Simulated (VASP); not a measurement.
# Sr12H2C in VASP: a series of runs, part 2 of 2

VASP 6.6.1. Earlier steps stand in the parts before.

**3. Single point, PBEsol**

File INCAR:

```
  PREC = Accurate
  ENCUT = 520
  EDIFF = 1E-6
  ISMEAR = -1
  SIGMA = 0.05
  LREAL = Auto
  LASPH = True
  NELM = 80
  ALGO = Normal
  ISIF = 2
  LWAVE = False
  LCHARG = False
  GGA = PS
  NBANDS = 76
```

File KPOINTS:

```
regular mesh
0
Gamma
  2 2 1
```

File POSCAR:

```
Sr12H2C
1.0
    8.5984180000      0.0000000000      0.0000000000
    4.2992090000      7.4464490000      0.0000000000
    0.0000000000      0.0000000000     20.0205790000
Sr C H
12 1 2
Direct
    0.1666644535      0.1666700464      0.0499486054
    0.6666634068      0.1666700464      0.0499486054
    0.1666655752      0.6666667562      0.0499486054
    0.6666645285      0.6666667562      0.0499486054
   -0.1694560002      0.2707599287      0.1970822123
    0.2949229210      0.3369525528      0.2271213035
   -0.1714362522      0.8185646608      0.2383747243
    0.3207842558      0.8359823588      0.2170067109
    0.0151120619     -0.0028469946      0.3681711703
    0.4911566743      0.0032633004      0.4014968798
   -0.0281154059      0.4951487615      0.3957577850
    0.4840856055      0.5365241876      0.4090291295
    0.6317187825      0.7154148239      0.4502766878
    0.6459234786      0.6079676367      0.4876881932
    0.6661238690      0.7993071597      0.4809301469
```

Potentials or basis: VASP PAW PBE potentials, release 64 (Sr_sv, C, H).

Started as:

```bash
$ cat potpaw_PBE.64/Sr_sv/POTCAR potpaw_PBE.64/C/POTCAR potpaw_PBE.64/H/POTCAR > POTCAR
$ mpirun -np 1 vasp_std > vasp.out
```

OUTCAR:

```text
PREC = Accurate
   ENCUT = 520
   EDIFF = 1E-6
   ISMEAR = -1
   LREAL = Auto
   LASPH = True
   NELM = 80
   ISIF = 2
   GGA = PS

 ion  position               nearest neighbor table
   1  0.167  0.167  0.050-   5 3.90   8 4.15   6 4.19   3 4.30   4 4.30   2 4.30   2 4.30   4 4.30
                             3 4.30
   2  0.667  0.167  0.050-   5 3.57   4 4.30   3 4.30   1 4.30   1 4.30   3 4.30   4 4.30   6 4.50
                             7 4.58
   3  0.167  0.667  0.050-   8 4.12   1 4.30   2 4.30   4 4.30   4 4.30   2 4.30   1 4.30   6 4.33
                             7 4.54
   4  0.667  0.667  0.050-   5 4.18   8 4.22   2 4.30   1 4.30   3 4.30   3 4.30   1 4.30   2 4.30
                             7 4.44
   5  0.831  0.271  0.197-   2 3.57   1 3.90   7 3.98   9 4.01   8 4.02   4 4.18   6 4.35   6 4.39
                             8 4.66   7 4.77  11 4.83  12 5.03
   6  0.295  0.337  0.227-   7 4.08  11 4.15   1 4.19   8 4.21  10 4.29   3 4.33   5 4.35   5 4.39
                             8 4.41   2 4.50   7 4.53  12 4.65
   7  0.829  0.819  0.238-   9 3.76  11 3.97   5 3.98   6 4.08  10 4.12   8 4.31   8 4.33   4 4.44
                             6 4.53   3 4.54   2 4.58   5 4.77
   8  0.321  0.836  0.217-   9 3.79   5 4.02   3 4.12   1 4.15   6 4.21   4 4.22   7 4.31   7 4.33
                             6 4.41  12 4.45  10 4.47   5 4.66
   9  0.015  0.997  0.368-   7 3.76   8 3.79   5 4.01  12 4.08  11 4.15  10 4.17  10 4.53  11 4.55
                            12 4.67
  10  0.491  0.003  0.401-  15 2.29  13 2.36  12 4.05   7 4.12   9 4.17  11 4.26   6 4.29  11 4.35
                             8 4.47   9 4.53  12 4.56
  11  0.972  0.495  0.396-  13 2.79   7 3.97  12 4.04   6 4.15   9 4.15  10 4.26  10 4.35   9 4.55
                            12 4.60   5 4.83
  12  0.484  0.537  0.409-  14 2.38  13 2.57  11 4.04  10 4.05   9 4.08   8 4.45  10 4.56  11 4.60
                             6 4.65   9 4.67   5 5.03
  13  0.632  0.715  0.450-  15 1.09  14 1.15  10 2.36  12 2.57  11 2.79
  14  0.646  0.608  0.488-  13 1.15  12 2.38
  15  0.666  0.799  0.481-  13 1.09  10 2.29

  LATTYP: Found a hexagonal cell.
 ALAT       =     8.5984185020
 C/A-ratio  =     2.3284024842

[... 178 lines left out ...]
  ---------------------------------------------------
  ext. energy  EPLUGINS =         0.00000000
  ---------------------------------------------------
  free energy    TOTEN  =       -34.82408957 eV

  energy without entropy =      -34.68590395  energy(sigma->0) =      -34.75499676

 E-fermi :  -0.2940     XC(G=0):  -4.6298

 val. band max:       -0.4522499576   @ k =   0.0000   0.0000   0.0000
 cond. band min:      -0.2901977555   @ k =   0.0000   0.0000   0.0000
 fundamental gap:      0.1620522021
 Fermi energy:        -0.2939867124

 k-point     1 :       0.0000    0.0000    0.0000
  band No.  band energies     occupation
      1     -37.3995      2.00000
      2     -37.3867      2.00000
      3     -37.3283      2.00000
      4     -37.2751      2.00000
      5     -37.1389      2.00000
      6     -36.9880      2.00000
[... 301 lines left out ...]
     74       0.3966      0.00000
     75       0.4285      0.00000
 [bands above 75 left out]

------------------------ aborting loop because EDIFF is reached ----------------------------------------

  FORCE on cell =-STRESS in cart. coord.  units (eV):
  Direction    XX          YY          ZZ          XY          YZ          ZX
  --------------------------------------------------------------------------------------
  -------------------------------------------------------------------------------------
  Total       -2.2418440     -1.4235627      1.9021830     -0.4836364     -0.7361026      1.3195405
  in kB       -2.8020221     -1.7792737      2.3774888     -0.6044845     -0.9200353      1.6492592
  external PRESSURE =      -0.7346023 kB  Pullay stress =       0.0000000 kB

 VOLUME and BASIS-vectors are now :
 -----------------------------------------------------------------------------
  energy-cutoff  :      520.00
  volume of cell :     1281.87
      direct lattice vectors                 reciprocal lattice vectors
     8.598418000  0.000000000  0.000000000     0.116300464 -0.067146099  0.000000000
     4.299209000  7.446449000  0.000000000     0.000000000  0.134292198  0.000000000
     0.000000000  0.000000000 20.020579000     0.000000000  0.000000000  0.049948605

 POSITION                                       TOTAL-FORCE (eV/Angst)
 -----------------------------------------------------------------------------------
      2.14960      1.24110      1.00000         0.092525     -0.019021     -0.160078
      6.44880      1.24110      1.00000        -0.346916     -0.145347     -0.323107
      4.29920      4.96430      1.00000        -0.038558      0.045298      0.170754
      8.59840      4.96430      1.00000         0.035629     -0.014305      0.093484
      8.30542      2.01620      3.94570         0.194961      0.630273      0.740532
      3.98450      2.50910      4.54710         0.237954     -0.097485      0.002199
     10.64352      6.09540      4.77240        -0.299295     -0.102723     -0.723846
      6.35230      6.22510      4.34460         0.200856     -0.334818     -0.103012
      4.41691      7.42525      7.37100        -0.172197      0.191008      0.462003
      4.23720      0.02430      8.03820        -0.012258      0.613047     -0.590933
     10.48542      3.68710      7.92330        -0.274779      0.356581      0.149655
      6.46900      3.99520      8.18900         0.403906      0.160326     -0.396009
      8.50750      5.32730      9.01480        -1.057150     -1.880250     -0.048441
      8.16770      4.52720      9.76380         0.402459      0.280099     -0.056643
      9.16400      5.95200      9.62850         0.632864      0.317318      0.783442
 -----------------------------------------------------------------------------------
    total drift:                               -0.007170      0.004487     -0.007612

  FREE ENERGIE OF THE ION-ELECTRON SYSTEM (eV)
  ---------------------------------------------------
  free  energy   TOTEN  =       -34.8240895708 eV

  energy  without entropy=      -34.6859039544  energy(sigma->0) =      -34.75499676
```

OSZICAR:

```text
N       E                     dE             d eps       ncg     rms          rms(c)
DAV:   1     0.960808415011E+03    0.96081E+03   -0.53909E+04   720   0.128E+03
DAV:   2     0.760952723142E+02   -0.88471E+03   -0.87156E+03   712   0.324E+02
DAV:   3    -0.327318113115E+02   -0.10883E+03   -0.10765E+03   876   0.771E+01
[... 15 lines left out ...]
DAV:  19    -0.348238366721E+02   -0.71339E-03   -0.26663E-04   536   0.293E-02    0.934E-03
DAV:  20    -0.348240629016E+02   -0.22623E-03   -0.12089E-04   440   0.200E-02    0.417E-03
DAV:  21    -0.348240863621E+02   -0.23461E-04   -0.28723E-05   440   0.105E-02    0.225E-03
DAV:  22    -0.348240892347E+02   -0.28725E-05   -0.69907E-06   560   0.487E-03    0.133E-03
DAV:  23    -0.348240895708E+02   -0.33611E-06   -0.42231E-07   472   0.130E-03
   1 F= -.34824090E+02 E0= -.34754997E+02  d E =-.138186E+00
```

stdout:

```text
POSCAR found type information on POSCAR SrC H
 POSCAR found :  3 types and      15 ions
 scaLAPACK will be used
 -----------------------------------------------------------------------------
|                                                                             |
|                                                                             |
|     You enforced a specific xc type in the INCAR file but a different       |
|     I HOPE YOU KNOW WHAT YOU ARE DOING!                                     |
|                                                                             |
 -----------------------------------------------------------------------------

 LDA part: xc-table for (Slater+PW92), standard interpolation
 POSCAR, INCAR and KPOINTS ok, starting setup
 FFT: planning ... GRIDC
 FFT: planning ... GRID_SOFT
 FFT: planning ... GRID
 WAVECAR not read
 entering main loop
```

Run time: 15 min. Hardware: 1 thread of Intel Xeon Platinum 8488C (Sapphire Rapids), shared host; peak memory 1.2 GiB.

What came out:

```
Free energy            : -34.8241 eV
Largest force          : 2.158 eV/Å
Band gap on the k mesh : zero (bands 63 and 64 overlap by 0.24 eV)
```

Forces in eV/Å, atoms in the order of the input:
```
Sr   0.093 -0.019 -0.160
Sr  -0.347 -0.145 -0.323
Sr  -0.039  0.045  0.171
Sr   0.036 -0.014  0.093
Sr   0.195  0.630  0.741
Sr   0.238 -0.097  0.002
Sr  -0.299 -0.103 -0.724
Sr   0.201 -0.335 -0.103
Sr  -0.172  0.191  0.462
Sr  -0.012  0.613 -0.591
Sr  -0.275  0.357  0.150
Sr   0.404  0.160 -0.396
C   -1.057 -1.880 -0.048
H    0.402  0.280 -0.057
H    0.633  0.317  0.783
```

Caveat: the k points lie up to 0.42 Å⁻¹ apart; the atoms stand as in a frame of molecular dynamics; the PAW data sets were made with another functional, which shifts forces and pressure a little.
